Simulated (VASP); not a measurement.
# Zn (Fm-3m) in VASP: settings compared, part 2 of 2

VASP 6.6.1. The steps go on from the part before.

## (4) Single point, revPBE+D4

This run uses another cell than the first one, of 14.38 Å³/atom.

The input, INCAR:

```
PREC = Accurate ; ENCUT = 520
EDIFF = 1E-6 ; ISMEAR = -1
SIGMA = 0.05 ; LREAL = False
LASPH = True ; NELM = 80
ALGO = Normal ; ISIF = 2
LWAVE = False ; LCHARG = False
GGA = RE ; IVDW = 13
NBANDS = 12
```

The input, KPOINTS:

```
Automatic mesh
0
Gamma
  12 12 12
```

The input, POSCAR:

```
Zn
1.0
    0.0000000000      1.9299060312      1.9299060312
    1.9299060312      0.0000000000      1.9299060312
    1.9299060312      1.9299060312      0.0000000000
Zn
1
Direct
    0.0000000000      0.0000000000      0.0000000000
```

Potentials or basis: VASP PAW PBE potentials, release 64 (Zn).

Launch:

```
cat potpaw_PBE.64/Zn/POTCAR > POTCAR
mpirun -np 1 vasp_std > vasp.out
```

OUTCAR:

```text
PREC = Accurate
   ENCUT = 520
   EDIFF = 1E-6
   ISMEAR = -1
   LREAL = False
   LASPH = True
   NELM = 80
   ISIF = 2
   GGA = RE
   IVDW = 13

 ion  position               nearest neighbor table
   1  0.000  0.000  0.000-

  LATTYP: Found a face centered cubic cell.
 ALAT       =     3.8598120624

  Lattice vectors:

 A1 = (   0.0000000000,   1.9299060312,   1.9299060312)
 A2 = (   1.9299060312,   0.0000000000,   1.9299060312)
[... 537 lines left out ...]
     11      26.7673      0.00000
     12      27.8680      0.00000

 [... further k-points ...]

------------------------ aborting loop because EDIFF is reached ----------------------------------------

  DFT-D4 for vdW energy calculation

  Edisp (eV):   -0.59211

  FORCE on cell =-STRESS in cart. coord.  units (eV):
  Direction    XX          YY          ZZ          XY          YZ          ZX
  --------------------------------------------------------------------------------------
  -------------------------------------------------------------------------------------
  Total       0.03864     0.03864     0.03864     0.00000    -0.00000     0.00000
  in kB       4.30597     4.30597     4.30597     0.00000    -0.00000     0.00000
  external pressure =        4.31 kB  Pullay stress =        0.00 kB

 VOLUME and BASIS-vectors are now :
 -----------------------------------------------------------------------------
  energy-cutoff  :      520.00
  volume of cell :       14.38
      direct lattice vectors                 reciprocal lattice vectors
     0.000000000  1.929906031  1.929906031    -0.259079972  0.259079972  0.259079972
     1.929906031  0.000000000  1.929906031     0.259079972 -0.259079972  0.259079972
     1.929906031  1.929906031  0.000000000     0.259079972  0.259079972 -0.259079972

 POSITION                                       TOTAL-FORCE (eV/Angst)
 -----------------------------------------------------------------------------------
      0.00000      0.00000      0.00000         0.000000     -0.000000     -0.000000
 -----------------------------------------------------------------------------------
    total drift:                                0.000000      0.000000      0.000000

  FREE ENERGIE OF THE ION-ELECTRON SYSTEM (eV)
  ---------------------------------------------------
  free  energy   TOTEN  =        -1.3470523945 eV

  energy  without entropy=       -1.3442373860  energy(sigma->0) =       -1.34564489
```

stdout:

```text
POSCAR found type information on POSCAR Zn
 POSCAR found :  1 types and       1 ions
 scaLAPACK will be used
 -----------------------------------------------------------------------------
|                                                                             |
|                                                                             |
|     You enforced a specific xc type in the INCAR file but a different       |
|     I HOPE YOU KNOW WHAT YOU ARE DOING!                                     |
|                                                                             |
 -----------------------------------------------------------------------------

 LDA part: xc-table for (Slater+PW92), standard interpolation
 POSCAR, INCAR and KPOINTS ok, starting setup
 FFT: planning ... GRIDC
 FFT: planning ... GRID_SOFT
 FFT: planning ... GRID
 WAVECAR not read
 entering main loop
```

Run time: 9.7 s. Hardware: 1 thread of Intel Xeon 8259CL, shared host; peak memory 0.13 GiB.

What came out:

```
Free energy                : -1.3471 eV
Pressure                   : 0.4 GPa
Band gap on the k mesh     : zero (bands 6 and 7 overlap by 3.55 eV)
Dispersion energy per atom : -0.592 eV
```

Caveat: the PAW data sets were made with another functional, which shifts forces and pressure a little.

## (5) Single point, BLYP+D3(BJ)

This run uses another cell than the first one, of 14.31 Å³/atom.

The input, INCAR:

```
SYSTEM = Zn
PREC     = Accurate       ! precision mode
ENCUT    = 520            ! plane-wave cutoff, eV
EDIFF    = 1E-6           ! SCF threshold, eV
ISMEAR   = -1             ! smearing method
SIGMA    = 0.05           ! smearing width, eV
LREAL    = .False.        ! projectors in reciprocal space
LASPH    = .True.         ! aspherical terms in the spheres
NELM     = 100            ! most SCF steps
ALGO     = Normal         ! electronic algorithm
ISIF     = 2              ! what is computed and relaxed
LWAVE    = .False.        ! write WAVECAR
LCHARG   = .False.        ! write CHGCAR
GGA      = B5             ! functional
ALDAX    = 1.0          
AGGAX    = 1.0          
AGGAC    = 1.0          
ALDAC    = 0.0          
IVDW     = 12             ! dispersion correction
VDW_S6   = 1.0          
VDW_S8   = 2.6996       
VDW_A1   = 0.4298       
VDW_A2   = 4.2359       
NBANDS   = 12             ! bands
```

The input, KPOINTS:

```
regular mesh
0
Gamma
  12 12 12
  0 0 0
```

The input, POSCAR:

```
Zn
1.0
    0.0000000000      1.9267800958      1.9267800958
    1.9267800958      0.0000000000      1.9267800958
    1.9267800958      1.9267800958      0.0000000000
Zn
1
Direct
    0.0000000000      0.0000000000      0.0000000000
```

Launch:

```
cat potpaw_PBE.64/Zn/POTCAR > POTCAR
mpirun -np 1 vasp_std > vasp.out
```

Wall time 16 s (1 thread of Intel Xeon 8259CL, shared host); peak memory 0.14 GiB.

The run converged. Its results:

```yaml
Free_energy: -1.2138 eV
Pressure: 0.3 GPa
Band_gap_on_the_k_mesh: zero (bands 6 and 7 overlap by 3.73 eV)
Dispersion_energy_per_atom: -0.960 eV
```

Levels at points of the mesh, in eV from the Fermi level:
| k point | band 2 | band 3 | band 4 | band 5 | band 6 | band 7 | band 8 | band 9 | band 10 | band 11 |
| --- | --- | --- | --- | --- | --- | --- | --- | --- | --- | --- |
| (0.00, 0.00, 0.00) | -7.94 | -7.94 | -7.94 | -7.52 | -7.52 | 18.91 | 18.91 | 18.91 | 19.70 | 21.91 |
| (0.50, 0.00, 0.00) | -7.95 | -7.95 | -7.21 | -7.21 | -2.98 | -1.37 | 15.73 | 15.73 | 18.31 | 19.78 |
| (0.50, 0.50, 0.00) | -8.62 | -7.22 | -7.13 | -7.13 | -1.06 | 1.90 | 8.69 | 8.69 | 12.72 | 14.04 |

Caveat: the PAW data sets were made with another functional, which shifts forces and pressure a little.

## (6) Single point, BLYP+D4

This run uses another cell than the first one, of 15.08 Å³/atom.

The input, INCAR:

```
AGGAC    = 1.0          
AGGAX    = 1.0          
ALDAC    = 0.0          
ALDAX    = 1.0          
ALGO     = Fast           # electronic algorithm
EDIFF    = 1E-6           # SCF threshold, eV
ENCUT    = 520            # plane-wave cutoff, eV
GGA      = B5             # functional
ISIF     = 2              # what is computed and relaxed
ISMEAR   = -1             # smearing method
IVDW     = 13             # dispersion correction
LASPH    = T              # aspherical terms in the spheres
LCHARG   = F              # write CHGCAR
LREAL    = F              # projectors in reciprocal space
LWAVE    = F              # write WAVECAR
NBANDS   = 12             # bands
NELM     = 100            # most SCF steps
PREC     = Accurate       # precision mode
SIGMA    = 0.05           # smearing width, eV
VDW_A1   = 0.44488865   
VDW_A2   = 4.0933009    
VDW_S6   = 1.0          
VDW_S8   = 2.34076671
```

The input, KPOINTS:

```
k-points
0
Gamma
  12 12 12
```

The input, POSCAR:

```
Zn
1.0
    0.0000000000      1.9609357558      1.9609357558
    1.9609357558      0.0000000000      1.9609357558
    1.9609357558      1.9609357558      0.0000000000
Zn
1
Direct
    0.0000000000      0.0000000000      0.0000000000
```

Potentials or basis: VASP PAW PBE potentials, release 64 (Zn).

Launch:

```
cat potpaw_PBE.64/Zn/POTCAR > POTCAR
mpirun -np 1 vasp_std > vasp.out
```

It took 19 s on 1 thread of Intel Xeon 8259CL, shared host; peak memory 0.14 GiB.

The run converged. Its results:

* Free energy: -0.9155 eV
* Pressure: 0.5 GPa
* Band gap on the k mesh: zero (bands 6 and 7 overlap by 3.79 eV)
* Dispersion energy per atom: -0.617 eV

Levels at points of the mesh, in eV from the Fermi level:
| k point | band 4 | band 5 | band 6 | band 7 | band 8 | band 9 |
| --- | --- | --- | --- | --- | --- | --- |
| (0.00, 0.00, 0.00) | -7.78 | -7.40 | -7.40 | 18.17 | 18.17 | 18.17 |
| (0.50, 0.00, 0.00) | -7.11 | -7.11 | -2.74 | -1.45 | 15.11 | 15.11 |
| (0.50, 0.50, 0.00) | -7.04 | -7.04 | -0.90 | 1.71 | 8.43 | 8.43 |

Caveat: the PAW data sets were made with another functional, which shifts forces and pressure a little.

## (7) Overview

```csv
level,cell,gap on the mesh (eV),pressure (GPa)
RPBE+D4,"a = 2.732 Å, angles 60.0°, 1 atom",none,0.4
revPBE+D3(BJ),"a = 2.694 Å, angles 60.0°, 1 atom",none,0.3
revPBE+D4,"a = 2.729 Å, angles 60.0°, 1 atom",none,0.4
BLYP+D3(BJ),"a = 2.725 Å, angles 60.0°, 1 atom",none,0.3
BLYP+D4,"a = 2.773 Å, angles 60.0°, 1 atom",none,0.5
```

Alike in all rows: task single point; potentials or basis VASP PAW PBE potentials, release 64 (Zn); no spin polarisation; k mesh 12 × 12 × 12; cutoff (eV) 520; smearing fermi-dirac 0.05 eV.

Caveats: the PAW data sets were made with another functional, which shifts forces and pressure a little.

Total energies depend on the potentials used, so only differences within one code and one set of settings carry meaning.
